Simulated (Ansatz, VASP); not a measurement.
Ti: VASP beside Ansatz

Contents of INCAR:

```
SYSTEM = Ti
  PREC = Accurate
  ENCUT = 500
  EDIFF = 1E-6
  ISMEAR = 0
  SIGMA = 0.1
  LREAL = .False.
  LASPH = .True.
  NELM = 120
  ALGO = Normal
  ISIF = 2
  LWAVE = .False.
  LCHARG = .False.
  GGA = PE
  NBANDS = 25
  GGA_COMPAT = .False.
```

KPOINTS

```
regular mesh
0
Gamma
  3 3 2
  0 0 0
```

The input POSCAR:

```
Ti
1.0
    4.5673748306      0.0000000000      0.0000000000
   -2.2836874153      3.9554626319      0.0000000000
    0.0000000000      0.0000000000      2.8262442700
Ti
3
Direct
    0.0000000000      0.0000000000      0.0000000000
    0.3333333333      0.6666666667      0.5000000000
    0.6666666667      0.3333333333      0.5000000000
```

Input for Ansatz:

```yaml
crystal:
  lattice:
    - [4.5673748306, 0.0, 0.0]
    - [-2.2836874153, 3.9554626319, 0.0]
    - [0.0, 0.0, 2.82624427]
  atoms:
    - { symbol: Ti, position: [0.0, 0.0, 0.0] }
    - { symbol: Ti, position: [0.3333333333, 0.6666666667, 0.5] }
    - { symbol: Ti, position: [0.6666666667, 0.3333333333, 0.5] }
basis: {}
kpoints:
  mp_grid: { grid: [3, 3, 2] }
hamiltonian:
  xc: pbe
  pseudopotentials: { kind: paw, source: ansatz }
scf:
  occupations: { method: gaussian, width: 0.1 }
  mixing: { algorithm: msr1, beta: 0.51, ndim: 1 }
  initial_density: { chi_scale: 0, normalization: atom }
  max_iter: 89
output:
  forces: true
  stress: true
  eigenvalues: true
  dos: { projected: true }
```

Alike in both runs: task single point; functional PBE; k mesh 3 × 3 × 2; occupations gaussian, width 0.1 eV; no spin polarisation.

|  | VASP | Ansatz |
| --- | --- | --- |
| version | VASP 6.6.1 | Ansatz 0.2.0 |
| potentials or method | VASP PAW PBE potentials, release 64 (Ti_sv) | scalar-relativistic, plane waves, PAW (harder set) |
| plane-wave cutoff (eV) | 500 | 740 |
| valence electrons in the cell | 36 | 36 |

```tsv
	VASP	Ansatz	Ansatz less VASP
gap on the k mesh at the Fermi level (eV)	none	none	-
pressure (GPa)	-3.9	-3.6	+0.29
traceless stress, the component that is largest in VASP (GPa)	-17.70	-17.69	+0.012
```

A gap of «none» marks a metal or a gap that the smearing closes. The functional is the same, so the differences come from potentials, cutoffs and numerics.

The k mesh is coarse, so the values compare programs but aren't converged.
